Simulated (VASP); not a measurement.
Crystal: Zn.

```
CELL_PARAMETERS angstrom
0.00000 2.60567 2.60567
2.60567 0.00000 2.60567
2.60567 2.60567 0.00000
ATOMIC_POSITIONS crystal
Zn 0.87500 0.87500 0.87500
Zn 0.12500 0.12500 0.12500
```

This isn't the form of Zn at room conditions, which is hcp.

* Program: VASP 6.6.1
* Task: relaxation of cell and atoms
* Functional: PBEsol
* Potentials or basis: VASP PAW PBE potentials, release 64 (Zn)
* Cutoff: 600 eV
* k mesh: 13 × 13 × 13
* Occupations: fermi-dirac, width 0.05 eV
* Spin: no spin polarisation

At the start: pressure 16.8 GPa; volume 17.69 Å³/atom.

**Question.** Where does the relaxation end?

**Answer.** Over 3 steps the energy falls by 206.4 meV/atom and the volume is 22.73 Å³/atom (+28.5 %); space group Fd-3m (No. 227, to 0.1 Å) before and after.

Step by step:
```tsv
step	energy change (eV)	largest force (eV/Å)	pressure (GPa)	volume (Å³)
1	0.0000	0.0000	16.76	35.38
2	-0.4126	0.0000	-0.18	45.73
3	-0.4128	0.0000	-0.03	45.46
```

Final structure:
```cif
data_structure
_symmetry_space_group_name_H-M 'P 1'
_symmetry_Int_Tables_number 1
_cell_length_a 4.0059
_cell_length_b 4.0059
_cell_length_c 4.0059
_cell_angle_alpha 60.000
_cell_angle_beta 60.000
_cell_angle_gamma 60.000
_cell_volume 45.46
loop_
_atom_site_label
_atom_site_type_symbol
_atom_site_fract_x
_atom_site_fract_y
_atom_site_fract_z
_atom_site_occupancy
Zn1 Zn 0.87500 0.87500 0.87500 1
Zn2 Zn 0.12500 0.12500 0.12500 1
```

Caveat: the volume moved by over 15 % at a fixed basis, so the end points are rough; the PAW data sets were made with another functional, which shifts forces and pressure a little.
